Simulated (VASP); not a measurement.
Set up this calculation in VASP 6.6.1, as the native input.

| Property | Result |
| --- | --- |
| Task | relaxation of cell and atoms |
| Functional | PBE |
| Potentials or basis | VASP PAW PBE potentials, release 64 (Cd, S) |
| Cutoff | 500 eV |
| k mesh | 16 × 16 × 4 |
| Occupations | gaussian, width 0.1 eV |
| Spin | no spin polarisation |
| Dipole correction | no |
| Further INCAR settings | ALGO = Normal; EDIFF = 1e-07; IBRION = 2; EDIFFG = -0.01; NSW = 100; ISIF = 3 |

The structure of CdS3 lies in POSCAR:

```
CdS3
1.0
    2.8494283901      0.0000000000      0.0000000000
    0.0000000000      2.8494283901      0.0000000000
    0.0000000000      0.0000000000     11.5636350944
Cd S
1 3
Direct
    0.0000000000      0.0000000000      0.0000000000
    0.5000000000      0.5000000000      0.8307206626
    0.0000000000      0.0000000000      0.5000000000
    0.5000000000      0.5000000000      0.1692793374
```

The cell was built from a structure type or drawn by symmetry, and may not be a known phase.

The input as run:

INCAR

```
PREC     = Accurate       # precision mode
ENCUT    = 500            # plane-wave cutoff, eV
EDIFF    = 1E-7           # SCF threshold, eV
ISMEAR   = 0              # smearing method
SIGMA    = 0.1            # smearing width, eV
LREAL    = F              # projectors in reciprocal space
LASPH    = T              # aspherical terms in the spheres
NELM     = 120            # most SCF steps
ALGO     = Normal         # electronic algorithm
ISIF     = 3              # what is computed and relaxed
LWAVE    = F              # write WAVECAR
LCHARG   = F              # write CHGCAR
GGA      = PE             # functional
IBRION   = 2              # ionic algorithm
NSW      = 100            # ionic steps
EDIFFG   = -0.01          # ionic threshold
GGA_COMPAT= F            
NELMIN   = 4
```

KPOINTS

```
regular mesh
0
Gamma
  16 16 4
```

Potentials or basis: VASP PAW PBE potentials, release 64 (Cd, S).

The run is started by

```sh
$ cat potpaw_PBE.64/Cd/POTCAR potpaw_PBE.64/S/POTCAR > POTCAR
$ mpirun -np 1 vasp_std > vasp.out
```

Results of the run:

```json
{"Relaxed volume": "22.81 Å³/atom", "Relaxed cell": "a = 2.833 Å, b = 2.833 Å, c = 11.372 Å, α = 90.00°, β = 90.00°, γ = 90.00°", "Space group after relaxing (to 0.1 Å)": "P4/mmm (No. 123)", "Energy gained by relaxing": "1.4 meV/atom", "Ionic steps": "21", "Pressure after relaxing": "0.0 GPa", "Largest force after relaxing": "0.007 eV/Å", "Band gap on the k mesh": "zero (bands 15 and 16 overlap by 3.16 eV)"}
```

Run time: 27 min on 1 thread of AMD EPYC 9R45 (Zen 5), with other jobs on the host, peak memory 0.34 GiB.
